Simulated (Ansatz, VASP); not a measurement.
This is a calculation of InSe for VASP 6.6.1.

File INCAR:

```
ALGO     = Normal         # electronic algorithm
EDIFF    = 1E-6           # SCF threshold, eV
ENCUT    = 520            # plane-wave cutoff, eV
GGA      = PE             # functional
ISIF     = 2              # what is computed and relaxed
ISMEAR   = -1             # smearing method
LASPH    = T              # aspherical terms in the spheres
LCHARG   = F              # write CHGCAR
LREAL    = F              # projectors in reciprocal space
LWAVE    = F              # write WAVECAR
NBANDS   = 48             # bands
NELM     = 60             # most SCF steps
PREC     = Accurate       # precision mode
SIGMA    = 0.05           # smearing width, eV
```

File KPOINTS:

```
k-points
0
Gamma
  6 6 2
```

Contents of POSCAR:

```
InSe
1.0
    4.0473293151      0.0000000000      0.0000000000
   -2.0236646576      3.5050900044      0.0000000000
    0.0000000000      0.0000000000     18.2325855591
In Se
4 4
Direct
    0.3333333333      0.6666666667      0.0773904900
    0.3333333333      0.6666666667      0.9226095100
    0.0000000000      0.0000000000      0.4226063200
    0.0000000000      0.0000000000      0.5773936800
    0.3333333333      0.6666666667      0.3529842800
    0.3333333333      0.6666666667      0.6470157200
    0.6666666667      0.3333333333      0.1469999300
    0.6666666667      0.3333333333      0.8530000700
```

Potentials or basis: VASP PAW PBE potentials, release 64 (In_d, Se).

Run with:

```bash
$ cat potpaw_PBE.64/In_d/POTCAR potpaw_PBE.64/Se/POTCAR > POTCAR
$ mpirun -np 1 vasp_std > vasp.out
```

Q: Translate it to Ansatz 0.2.0. Potentials there: Ansatz PAW.

A: As run (the cutoff follows the program's own potentials):

File input.yaml:

```yaml
crystal:
  lattice:
    - [4.0473293151, 0.0, 0.0]
    - [-2.0236646576, 3.5050900044, 0.0]
    - [0.0, 0.0, 18.2325855591]
  atoms:
    - { symbol: In, position: [0.3333333333, 0.6666666667, 0.07739049] }
    - { symbol: In, position: [0.3333333333, 0.6666666667, 0.92260951] }
    - { symbol: In, position: [0.0, 0.0, 0.42260632] }
    - { symbol: In, position: [0.0, 0.0, 0.57739368] }
    - { symbol: Se, position: [0.3333333333, 0.6666666667, 0.35298428] }
    - { symbol: Se, position: [0.3333333333, 0.6666666667, 0.64701572] }
    - { symbol: Se, position: [0.6666666667, 0.3333333333, 0.14699993] }
    - { symbol: Se, position: [0.6666666667, 0.3333333333, 0.85300007] }
hamiltonian:
  xc: pbe
  pseudopotentials: { kind: paw }
kpoints:
  mp_grid: { grid: [6, 6, 2] }
scf:
  occupations: { method: fermi_dirac, width: 0.05 }
output:
  forces: true
  stress: true
  eigenvalues: true
```

Potentials or basis: Ansatz PAW.

Run with:

```sh
$ ansatz run input.yaml --threads 4 --pin off --max-ram 11264MiB --backend cpu --events-out ev --progress --plain --runs-dir out
```

Both were run:

|  | VASP | Ansatz | Ansatz less VASP |
| --- | --- | --- | --- |
| gap on the k mesh at the Fermi level (eV) | 0.76 | 0.77 | +0.011 |
| least direct gap on the mesh (eV) | 0.76 | 0.77 | +0.011 |
| pressure (GPa) | 1.0 | 1.0 | -0.03 |
| traceless stress, the component that is largest in VASP (GPa) | -0.41 | -0.40 | +0.004 |
| rms of the force components (eV/Å) | 0.097 | 0.089 | -0.0084 |

Atom by atom the forces differ by 0.008 eV/Å (rms over components). VASP's potentials hold 76 valence electrons a cell and Ansatz's 116, so a difference there can come from the potentials and not from the codes.
